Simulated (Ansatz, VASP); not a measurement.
**Two plane-wave programs on InGaO**

Contents of INCAR:

```
SYSTEM = InGaO
ALGO = Normal ; EDIFF = 1E-7
EDIFFG = -0.04 ; ENCUT = 600
GGA = PE ; IBRION = 2
ISIF = 3 ; ISMEAR = 0
LASPH = .TRUE. ; LCHARG = .FALSE.
LREAL = .FALSE. ; LWAVE = .FALSE.
NELM = 60 ; NSW = 90
PREC = Accurate ; SIGMA = 0.1
```

KPOINTS

```
k-points
0
G
  4 4 6
  0 0 0
```

POSCAR

```
InGaO
1.0
    4.1697775900      0.0000000000      0.0000000000
    0.0000000000      4.1697775900      0.0000000000
    0.0000000000      0.0000000000      3.1464325100
In Ga O
1 1 1
Direct
    0.0000000000      0.0000000000      0.5000000000
    0.5000000000      0.5000000000      0.5000000000
    0.0000000000      0.0000000000      0.0000000000
```

Input for Ansatz:

```yaml
crystal:
  lattice:
    - [4.16977759, 0.0, 0.0]
    - [0.0, 4.16977759, 0.0]
    - [0.0, 0.0, 3.14643251]
  atoms:
    - { symbol: In, position: [0.0, 0.0, 0.5] }
    - { symbol: Ga, position: [0.5, 0.5, 0.5] }
    - { symbol: O, position: [0.0, 0.0, 0.0] }
basis:
  ecutwfc: 420
kpoints:
  mp_grid: { grid: [4, 4, 6] }
hamiltonian:
  xc: pbe
scf:
  occupations: { method: gaussian, width: 0.1 }
  lower_state_search: "off"
output:
  forces: true
  stress: true
  eigenvalues: true
relax:
  adjacent_minimum: "off"
  f_tol: 0.04
  max_steps: 70
  cell: { stress_tol: 0.4 }
```

Alike in both runs: task relaxation of cell and atoms; functional PBE; k mesh 4 × 4 × 6; occupations gaussian, width 0.1 eV; no spin polarisation.

```csv
,VASP,Ansatz
version,VASP 6.6.1,Ansatz 0.2.0
potentials or method,"VASP PAW PBE potentials, release 64 (In_d, Ga_d, O), cutoff 600 eV","scalar-relativistic, plane waves, PAW"
valence electrons in the cell,32,32
```

```tsv
	VASP	Ansatz	Ansatz less VASP
gap on the k mesh at the Fermi level, each at its own relaxed structure (eV)	none	none	-
relaxed volume (Å³/atom)	23.37	23.52	+0.150
relaxed length of the cell vector where the two differ most in proportion (Å)	4.137	4.152	+0.0151
```

A gap of «none» marks a metal or a gap that the smearing closes.

The k mesh is coarse, so the values compare programs but aren't converged. Noted on VASP's run: the volume moved by over 15 % at a fixed basis, so the end points are rough.
